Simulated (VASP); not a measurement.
Here is a VASP 6.6.1 calculation.

File INCAR:

```
ALGO = Normal ; EDIFF = 1E-6
ENCUT = 520 ; GGA = PE
ISIF = 2 ; ISMEAR = 0
LASPH = True ; LCHARG = True
LELF = True ; LREAL = False
LVHAR = True ; LWAVE = False
NBANDS = 32 ; NELM = 60
PREC = Accurate ; SIGMA = 0.1
```

Contents of KPOINTS:

```
k-points
0
Gamma
  12 12 12
```

The input POSCAR:

```
VN2
1.0
   -2.1915982621      2.1915982621      2.5421814796
    2.1915982621     -2.1915982621      2.5421814796
    2.1915982621      2.1915982621     -2.5421814796
V N
2 4
Direct
    0.2500000000      0.2500000000      0.0000000000
    0.7500000000      0.7500000000      0.0000000000
    0.1118840109      0.6118840109      0.7237680217
    0.6118840109      0.8881159891      0.5000000000
    0.8881159891      0.3881159891      0.2762319783
    0.3881159891      0.1118840109      0.5000000000
```

Potentials or basis: VASP PAW PBE potentials, release 64 (V_sv, N).

Run with:

```console
$ cat potpaw_PBE.64/V_sv/POTCAR potpaw_PBE.64/N/POTCAR > POTCAR
$ mpirun -np 1 vasp_std > vasp.out
```

Problem. What does it give for the largest force?

Solution. 0.052 eV/Å.

Problem. Estimate the band gap on the k mesh.

Solution. Zero (bands 23 and 24 overlap by 0.28 eV).

Forces on the atoms (eV/Å):
```
V    0.000  0.000  0.000
V    0.000  0.000  0.000
N    0.037  0.037  0.000
N   -0.037  0.037  0.000
N   -0.037 -0.037  0.000
N    0.037 -0.037  0.000
```

Caveat: the cell stands under tension; the run has no spin polarisation, though such a crystal can be magnetic. With open d or f shells a metallic result of PBE can be an artefact of self-interaction; +U or a hybrid may open a gap.
